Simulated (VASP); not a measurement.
Input of a VASP 6.6.1 run:

The input INCAR:

```
  PREC = Accurate
  ENCUT = 520
  EDIFF = 1E-6
  ISMEAR = 0
  SIGMA = 0.028999999999999998
  LREAL = False
  LASPH = True
  NELM = 100
  ALGO = Normal
  ISIF = 2
  LWAVE = False
  LCHARG = False
  GGA = PE
  NBANDS = 15
```

Contents of KPOINTS:

```
regular mesh
0
Gamma
  11 11 11
```

The input POSCAR:

```
TiC
1.0
    0.0000000000      2.1657188437      2.1657188437
    2.1657188437      0.0000000000      2.1657188437
    2.1657188437      2.1657188437      0.0000000000
Ti C
1 1
Direct
    0.0000000000      0.0000000000      0.0000000000
    0.5000000000      0.5000000000      0.5000000000
```

Potentials or basis: VASP PAW PBE potentials, release 64 (Ti_sv, C).

The run is started by

```bash
$ cat potpaw_PBE.64/Ti_sv/POTCAR potpaw_PBE.64/C/POTCAR > POTCAR
$ mpirun -np 1 vasp_std > vasp.out
```

(1) Estimate the pressure.

(2) What does it give for the band gap on the k mesh?

## Answers

(1) 0.5 GPa.

(2) zero (band 8 reaches 10.10 eV, above the bottom of band 9 at 9.00 eV).
